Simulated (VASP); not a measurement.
# SnCl (P6_3mc) in VASP: a series of runs

SnCl is run at these levels: PBE-based screened hybrid with 40 % exact exchange, PBE; tasks: single point.

Program: VASP 6.6.1. These are calculated values, not measurements. Logs are shortened: lines on timing, memory, paths and dates and some standing lists are left out, and cuts for length are marked.

### 1 The cell of the first run

The structure is hexagonal, space group P6_3mc (No. 186). Conventional cell: a = 3.498 Å, b = 3.498 Å, c = 10.062 Å, α = 90.00°, β = 90.00°, γ = 120.00°. Within 3.5 Å of Sn (site symmetry 3m) lie 4 Cl at 2.68 to 3.10 Å and 6 Sn at 3.50 Å. Within 3.5 Å of Cl (site symmetry 3m) lie 4 Sn at 2.68 to 3.10 Å and 6 Cl at 3.50 Å.

### 2 Single point, PBE-based screened hybrid with 40 % exact exchange

The input, POSCAR:

```
SnCl
1.0
    3.4975457026      0.0000000000      0.0000000000
   -1.7487728513      3.0289634293      0.0000000000
    0.0000000000      0.0000000000     10.0622090000
Sn Cl
2 2
Direct
    0.6666666667      0.3333333333      0.8205100000
    0.3333333333      0.6666666667      0.3205100000
    0.6666666667      0.3333333333      0.5544910000
    0.3333333333      0.6666666667      0.0544910000
```

The input, INCAR.step1:

```
SYSTEM = SnCl
PREC = Accurate
ENCUT = 520
EDIFF = 1E-5
ISMEAR = -1
SIGMA = 0.05
LREAL = .FALSE.
LASPH = .TRUE.
NELM = 60
ALGO = Normal
ISIF = 2
LWAVE = .TRUE.
LCHARG = .FALSE.
GGA = PE
NBANDS = 29
```

The input, INCAR.step2:

```
SYSTEM = SnCl
PREC = Accurate
ENCUT = 520
EDIFF = 1E-6
ISMEAR = -1
SIGMA = 0.05
LREAL = .FALSE.
LASPH = .TRUE.
NELM = 60
ALGO = Normal
ISIF = 2
LWAVE = .FALSE.
LCHARG = .FALSE.
GGA = PE
LHFCALC = .TRUE.
AEXX = 0.4
HFSCREEN = 0.2
PRECFOCK = Normal
ISTART = 1
NBANDS = 29
```

The input, KPOINTS:

```
regular mesh
0
G
  5 5 2
  0 0 0
```

Potentials or basis: VASP PAW PBE potentials, release 64 (Sn_d, Cl).

The run is started by

```bash
$ cat potpaw_PBE.64/Sn_d/POTCAR potpaw_PBE.64/Cl/POTCAR > POTCAR
$ cp INCAR.step1 INCAR
$ mpirun -np 1 vasp_std > vasp.out
$ cp INCAR.step2 INCAR
$ mpirun -np 1 vasp_std > vasp.out
```

OUTCAR:

```text
SYSTEM = SnCl
   PREC = Accurate
   ENCUT = 520
   EDIFF = 1E-6
   ISMEAR = -1
   LREAL = .FALSE.
   LASPH = .TRUE.
   NELM = 60
   ISIF = 2
   GGA = PE
   LHFCALC = .TRUE.
   AEXX = 0.4
   HFSCREEN = 0.2
   PRECFOCK = Normal
   ISTART = 1

 ion  position               nearest neighbor table
   1  0.667  0.333  0.821-   3 2.68   4 3.10   4 3.10   4 3.10
   2  0.333  0.667  0.321-   4 2.68   3 3.10   3 3.10   3 3.10
   3  0.667  0.333  0.554-   1 2.68   2 3.10   2 3.10   2 3.10
   4  0.333  0.667  0.054-   2 2.68   1 3.10   1 3.10   1 3.10

  LATTYP: Found a hexagonal cell.
 ALAT       =     3.4975457026
 C/A-ratio  =     2.8769342435

  Lattice vectors:

 A1 = (   3.4975457026,   0.0000000000,   0.0000000000)
 A2 = (  -1.7487728513,   3.0289634293,   0.0000000000)
 A3 = (   0.0000000000,   0.0000000000,  10.0622090000)

Analysis of symmetry for initial positions (statically):
=====================================================================
 Subroutine PRICEL returns:
 Original cell was already a primitive cell.

 Routine SETGRP: Setting up the symmetry group for a
 hexagonal supercell.

 Subroutine GETGRP returns: Found 12 space group operations
 (whereof  6 operations were pure point group operations)
 out of a pool of 24 trial point group operations.

The static configuration has the point symmetry C_3v.
 The point group associated with its full space group is C_6v.

Analysis of symmetry for dynamics (positions and initial velocities):
=====================================================================
 Subroutine PRICEL returns:
 Original cell was already a primitive cell.

 Routine SETGRP: Setting up the symmetry group for a
 hexagonal supercell.

 Subroutine GETGRP returns: Found 12 space group operations
 (whereof  6 operations were pure point group operations)
 out of a pool of 24 trial point group operations.

The dynamic configuration has the point symmetry C_3v.
 The point group associated with its full space group is C_6v.

 Subroutine INISYM returns: Found 12 space group operations
 (whereof  6 operations are pure point group operations),
 and found     1 'primitive' translations

----------------------------------------------------------------------------------------

                                     Primitive cell

  volume of cell :     106.5984

  direct lattice vectors                    reciprocal lattice vectors
     3.497545703  0.000000000  0.000000000     0.285914777  0.165072974  0.000000000
    -1.748772851  3.028963429  0.000000000     0.000000000  0.330145947  0.000000000
     0.000000000  0.000000000 10.062209000     0.000000000  0.000000000  0.099381756

  length of vectors
     3.497545703  3.497545703 10.062209000     0.330145947  0.330145947  0.099381756

  position of ions in fractional coordinates (direct lattice)
     0.666666667  0.333333333  0.820510000
     0.333333333  0.666666667  0.320510000
     0.666666667  0.333333333  0.554491000
     0.333333333  0.666666667  0.054491000

  ion indices of the primitive-cell ions
   primitive index   ion index
                 1           1
                 2           2
                 3           3
                 4           4

----------------------------------------------------------------------------------------

 KPOINTS: regular mesh

Automatic generation of k-mesh.
 Grid dimensions read from file:
 generate k-points for:    5    5    2

 Generating k-lattice:

  Cartesian coordinates                     Fractional coordinates (reciprocal lattice)
     0.057182955  0.033014595  0.000000000     0.200000000 -0.000000000  0.000000000
     0.000000000  0.066029189  0.000000000     0.000000000  0.200000000  0.000000000
     0.000000000  0.000000000  0.049690878     0.000000000  0.000000000  0.500000000

  Length of vectors
     0.066029189  0.066029189  0.049690878

  Shift w.r.t. Gamma in fractional coordinates (k-lattice)
     0.000000000  0.000000000  0.000000000

 Subroutine IBZKPT returns following result:
 ===========================================

 Found     10 irreducible k-points:

 Following reciprocal coordinates:
            Coordinates               Weight
  0.000000  0.000000  0.000000      1.000000
  0.200000 -0.000000  0.000000      6.000000
  0.400000  0.000000  0.000000      6.000000
  0.200000  0.200000  0.000000      6.000000
  0.400000  0.200000  0.000000      6.000000
  0.000000  0.000000  0.500000      1.000000
  0.200000 -0.000000  0.500000      6.000000
  0.400000  0.000000  0.500000      6.000000
  0.200000  0.200000  0.500000      6.000000
  0.400000  0.200000  0.500000      6.000000
   k-points           NKPTS =     10   k-points in BZ     NKDIM =     50   number of bands    NBANDS=     29
   number of dos      NEDOS =    301   number of ions     NIONS =      4
   total plane-waves  NPLWV =  62720
   dimension x,y,z NGX =    28 NGY =   28 NGZ =   80
   dimension x,y,z NGXF=    56 NGYF=   56 NGZF=  160
   ions per type =               2   2
   NGX,Y,Z   is equivalent  to a cutoff of  13.31, 13.31, 13.22 a.u.
   NGXF,Y,Z  is equivalent  to a cutoff of  26.62, 26.62, 26.43 a.u.
 SYSTEM =  SnCl
   PREC   = accura    normal or accurate (medium, high low for compatibility)
   ISTART =      1    job   : 0-new  1-cont  2-samecut
   ICHARG =      0    charge: 1-file 2-atom 10-const
   ISPIN  =      1    spin polarized calculation?
   LNONCOLLINEAR =      F non collinear calculations
   LSORBIT =      F    spin-orbit coupling
   LASPH  =      T    aspherical Exc in radial PAW
   ENCUT  =  520.0 eV  38.22 Ry    6.18 a.u.   6.50  6.50 18.71*2*pi/ulx,y,z
   NELM   =     60;   NELMIN=  2; NELMDL=  0     # of ELM steps
   EDIFF  = 0.1E-05   stopping-criterion for ELM
   LREAL  =      F    real-space projection
   EDIFFG = 0.1E-04   stopping-criterion for IOM
   NSW    =      0    number of steps for IOM
   IBRION =     -1    ionic relax: 0-MD 1-quasi-New 2-CG
   NFREE  =      0    steps in history (QN), initial steepest desc. (CG)
   ISIF   =      2    stress and relaxation
   ISYM   =      3    0-nonsym 1-usesym 2-fastsym
   POTIM  = 0.5000    time-step for ionic-motion
   TEBEG  =    0.0;   TEEND  =   0.0 temperature during run
   PSTRESS=    0.0 pullay stress
   NELECT =      42.0000    total number of electrons
   NUPDOWN=      -1.0000    fix difference up-down
   EMIN   =  10.00;   EMAX   =-10.00  energy-range for DOS
   EFERMI =   0.00;   METHOD = LEGACY
   ISMEAR =    -1;   SIGMA  =   0.05  broadening in eV -4-tet -1-fermi 0-gaus
   EFERMI_NEDOS =   21; number of points for ismear=-14 and -15
   IALGO  =     38    algorithm
   IMIX   =      1    mixing-type and parameters
     AMIX     =   0.40;   BMIX     =  1.00
     AMIX_MAG =   1.60;   BMIX_MAG =  1.00
  volume/ion in A,a.u.               =      26.65       179.84
  Fermi-wavevector in a.u.,A,eV,Ry     =   1.200165  2.267983 19.597782  1.440396
  Thomas-Fermi vector in A             =   2.336008
   LORBIT       =      0    0 simple, 1 ext, 2 COOP (PROOUT), +10 PAW based schemes
   GGA     = PE    functional components
   LHFCALC =     T    Hartree Fock is set to
   PRECFOCK=normal    Normal, Fast or Accurate (Low or Medium for compatibility)
   ENCUT4O =  -1.0   cutoff for four orbital integrals eV
   NKREDX  =     1    reduce k-point grid by
   NKREDY  =     1    reduce k-point grid by
   NKREDZ  =     1    reduce k-point grid by
   AEXX    =    0.4000 exact exchange contribution
   HFSCREEN=    0.2000 screening length (either q_TF or 0.3 A-1)
   HFSCREENC=   0.2000 screening length for correlation (either q_TF or 0.3 A-1)
   ENCUTFOCK=  -1.0 apply spherical cutoff to Coloumb kernel
   IVDW    =     0    specifies the selected vdW correction
   LEPSILON=     F    determine dielectric tensor
   LRPA    =     F    only Hartree local field effects (RPA)
 non-spin polarized calculation
  energy-cutoff  :      520.00
  volume of cell :      106.60
 maximum number of plane-waves:      2906
 NGX is ok and might be reduce to    28
  NGX = 20; NGY = 20; NGZ = 60

 number of electron      41.9999995 magnetization

 Free energy of the ion-electron system (eV)
  ---------------------------------------------------
  ext. energy  EPLUGINS =         0.00000000
  ---------------------------------------------------
  free energy    TOTEN  =       -18.04647586 eV

  energy without entropy =      -18.03864174  energy(sigma->0) =      -18.04255880

 E-fermi :   5.1389     XC(G=0):  -6.8419

 val. band max:        3.8583233468   @ k =   0.4000   0.0000   0.5000
 cond. band min:       5.1740595384   @ k =   0.2000   0.2000   0.0000
 fundamental gap:      1.3157361916
 Fermi energy:         5.1388836277

 k-point     1 :       0.0000    0.0000    0.0000
  band No.  band energies     occupation
      1     -20.8604      2.00000
      2     -20.8520      2.00000
      3     -20.7651      2.00000
      4     -20.7651      2.00000
      5     -20.7651      2.00000
      6     -20.7651      2.00000
[... 21 lines left out ...]
     28      12.9143      0.00000
     29      16.1589      0.00000

 k-point     2 :       0.2000   -0.0000    0.0000
  band No.  band energies     occupation
      1     -20.8421      2.00000
      2     -20.8354      2.00000
      3     -20.7693      2.00000
      4     -20.7681      2.00000
      5     -20.7649      2.00000
      6     -20.7649      2.00000
[... 21 lines left out ...]
     28      13.4251      0.00000
     29      14.6550      0.00000

 k-point     3 :       0.4000    0.0000    0.0000
  band No.  band energies     occupation
      1     -20.8325      2.00000
      2     -20.8308      2.00000
      3     -20.7949      2.00000
      4     -20.7935      2.00000
      5     -20.7594      2.00000
      6     -20.7582      2.00000
[... 21 lines left out ...]
     28      12.3380      0.00000
     29      13.2082      0.00000

 k-point     4 :       0.2000    0.2000    0.0000
  band No.  band energies     occupation
      1     -20.8157      2.00000
      2     -20.8116      2.00000
      3     -20.7845      2.00000
      4     -20.7842      2.00000
      5     -20.7650      2.00000
      6     -20.7648      2.00000
[... 21 lines left out ...]
     28      13.5379      0.00000
     29      14.4758      0.00000

 k-point     5 :       0.4000    0.2000    0.0000
  band No.  band energies     occupation
      1     -20.8041      2.00000
      2     -20.8032      2.00000
      3     -20.7933      2.00000
      4     -20.7917      2.00000
      5     -20.7715      2.00000
      6     -20.7702      2.00000
[... 21 lines left out ...]
     28      13.6842      0.00000
     29      14.1210      0.00000

 k-point     6 :       0.0000    0.0000    0.5000
  band No.  band energies     occupation
      1     -20.8562      2.00000
      2     -20.8562      2.00000
      3     -20.7651      2.00000
      4     -20.7651      2.00000
      5     -20.7651      2.00000
      6     -20.7651      2.00000
[... 21 lines left out ...]
     28      12.8088      0.00000
     29      16.6128      0.00000

 k-point     7 :       0.2000   -0.0000    0.5000
  band No.  band energies     occupation
      1     -20.8388      2.00000
      2     -20.8388      2.00000
      3     -20.7688      2.00000
      4     -20.7688      2.00000
      5     -20.7649      2.00000
      6     -20.7649      2.00000
[... 21 lines left out ...]
     28      13.2439      0.00000
     29      14.4833      0.00000

 k-point     8 :       0.4000    0.0000    0.5000
  band No.  band energies     occupation
      1     -20.8317      2.00000
      2     -20.8317      2.00000
      3     -20.7942      2.00000
      4     -20.7942      2.00000
      5     -20.7588      2.00000
      6     -20.7588      2.00000
[... 21 lines left out ...]
     28      11.9788      0.00000
     29      13.9010      0.00000

 k-point     9 :       0.2000    0.2000    0.5000
  band No.  band energies     occupation
      1     -20.8137      2.00000
      2     -20.8137      2.00000
      3     -20.7842      2.00000
      4     -20.7842      2.00000
      5     -20.7649      2.00000
      6     -20.7649      2.00000
[... 21 lines left out ...]
     28      13.5727      0.00000
     29      14.8297      0.00000

 k-point    10 :       0.4000    0.2000    0.5000
  band No.  band energies     occupation
      1     -20.8040      2.00000
      2     -20.8040      2.00000
      3     -20.7923      2.00000
      4     -20.7923      2.00000
      5     -20.7708      2.00000
      6     -20.7708      2.00000
[... 21 lines left out ...]
     28      13.0059      0.00000
     29      14.2440      0.00000

------------------------ aborting loop because EDIFF is reached ----------------------------------------

  FORCE on cell =-STRESS in cart. coord.  units (eV):
  Direction    XX          YY          ZZ          XY          YZ          ZX
  --------------------------------------------------------------------------------------
  -------------------------------------------------------------------------------------
  Total       -1.6758052     -1.6758052     -1.4148210      0.0000000      0.0000000      0.0000000
  in kB      -25.1874005    -25.1874005    -21.2648004      0.0000000      0.0000000      0.0000000
  external PRESSURE =     -23.8798671 kB  Pullay stress =       0.0000000 kB

 VOLUME and BASIS-vectors are now :
 -----------------------------------------------------------------------------
  energy-cutoff  :      520.00
  volume of cell :      106.60
      direct lattice vectors                 reciprocal lattice vectors
     3.497545703  0.000000000  0.000000000     0.285914777  0.165072974  0.000000000
    -1.748772851  3.028963429  0.000000000     0.000000000  0.330145947  0.000000000
     0.000000000  0.000000000 10.062209000     0.000000000  0.000000000  0.099381756

 POSITION                                       TOTAL-FORCE (eV/Angst)
 -----------------------------------------------------------------------------------
      1.74877      1.00965      8.25614        -0.000000      0.000000     -0.290222
     -0.00000      2.01931      3.22504         0.000000     -0.000000     -0.290222
      1.74877      1.00965      5.57940        -0.000000      0.000000      0.290222
     -0.00000      2.01931      0.54830         0.000000     -0.000000      0.290222
 -----------------------------------------------------------------------------------
    total drift:                               -0.000001      0.000001     -0.000782

  FREE ENERGIE OF THE ION-ELECTRON SYSTEM (eV)
  ---------------------------------------------------
  free  energy   TOTEN  =       -18.0464758643 eV

  energy  without entropy=      -18.0386417355  energy(sigma->0) =      -18.04255880
```

Run time: 70 min. Hardware: 1 thread of AMD EPYC 7R43 (Zen 3), shared host; peak memory 0.35 GiB.

What came out:

```
Free energy            : -18.0465 eV
Pressure               : -2.4 GPa
Largest force          : 0.290 eV/Å
Band gap on the k mesh : zero (bands 21 and 22 overlap by 4.57 eV)
```

Forces on the atoms (eV/Å):
```
Sn   0.000  0.000 -0.290
Sn   0.000  0.000 -0.290
Cl   0.000  0.000  0.290
Cl   0.000  0.000  0.290
```

Stress tensor (GPa, compression positive):
```
-2.52  0.00  0.00
 0.00 -2.52  0.00
 0.00  0.00 -2.13
```

Levels at points of the mesh, in eV from the Fermi level:
| k point | band 18 | band 19 | band 20 | band 21 | band 22 | band 23 |
| --- | --- | --- | --- | --- | --- | --- |
| (0.00, 0.00, 0.00) | -3.22 | -3.22 | -3.13 | 0.94 | 4.62 | 6.72 |
| (0.00, 0.00, 0.50) | -3.25 | -3.25 | -3.25 | 2.99 | 2.99 | 6.97 |

Caveat: the k points lie up to 0.41 Å⁻¹ apart, too coarse for converged energies and pressures of a metal; the PAW data sets were made with another functional, which shifts forces and pressure a little; spin-orbit coupling is left out, which moves the levels of the heavy elements.

(Part 1 of 2 ends here.)

The gap in the log of VASP goes by the Fermi energy; the results here count the filled bands.